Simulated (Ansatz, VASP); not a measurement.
## One calculation of Cu, two programs

INCAR

```
ALGO     = Normal         # electronic algorithm
EDIFF    = 1E-6           # SCF threshold, eV
EDIFFG   = -0.002         # ionic threshold
ENCUT    = 600            # plane-wave cutoff, eV
GGA      = CA             # functional
IBRION   = 2              # ionic algorithm
ISIF     = 3              # what is computed and relaxed
ISMEAR   = 0              # smearing method
LASPH    = T              # aspherical terms in the spheres
LCHARG   = F              # write CHGCAR
LREAL    = F              # projectors in reciprocal space
LWAVE    = F              # write WAVECAR
NELM     = 80             # most SCF steps
NSW      = 100            # ionic steps
PREC     = Accurate       # precision mode
SIGMA    = 0.1            # smearing width, eV
```

File KPOINTS:

```
k-points
0
Gamma
  18 18 18
```

The input POSCAR:

```
Cu
1.0
    0.0000000000      1.7598111927      1.7598111927
    1.7598111927      0.0000000000      1.7598111927
    1.7598111927      1.7598111927      0.0000000000
Cu
1
Direct
    0.0000000000      0.0000000000      0.0000000000
```

Input for Ansatz:

```yaml
crystal:
  lattice:
    - [0.0, 1.7598111927, 1.7598111927]
    - [1.7598111927, 0.0, 1.7598111927]
    - [1.7598111927, 1.7598111927, 0.0]
  atoms:
    - { symbol: Cu, position: [0.0, 0.0, 0.0] }
basis:
  ecutwfc: 420
kpoints:
  mp_grid: { grid: [18, 18, 18] }
hamiltonian:
  xc: lda
  pseudopotentials: { kind: paw, azcp: { folder: soft_1 } }
scf:
  occupations: { method: gaussian, width: 0.1 }
output:
  forces: true
  stress: true
  eigenvalues: true
relax:
  adjacent_minimum: "off"
  f_tol: 0.002
  max_steps: 80
  cell: { stress_tol: 0.02 }
```

Alike in both runs: task relaxation of cell and atoms; functional LDA; k mesh 18 × 18 × 18; occupations gaussian, width 0.1 eV; no spin polarisation.

```csv
,VASP,Ansatz
version,VASP 6.6.1,Ansatz 0.2.0
potentials or method,"VASP PAW LDA potentials, release 64 (Cu), cutoff 600 eV","scalar-relativistic, plane waves, PAW"
valence electrons in the cell,11,19
```

```csv
,VASP,Ansatz,Ansatz less VASP
"gap on the k mesh at the Fermi level, each at its own relaxed structure (eV)",none,none,-
relaxed volume (Å³/atom),10.95,10.89,-0.056
relaxed cell length with the largest relative difference (Å),2.492,2.488,-0.0043
```

Ansatz warns that its potentials were made for another functional, while VASP's fit it. LDA's correlation is that of Perdew and Zunger in VASP and of Perdew and Wang (1992) in Ansatz. A gap of «none» marks a metal or a gap that the smearing closes. VASP's potentials hold 11 valence electrons a cell and Ansatz's 19, so a difference there can come from the potentials and not from the codes.
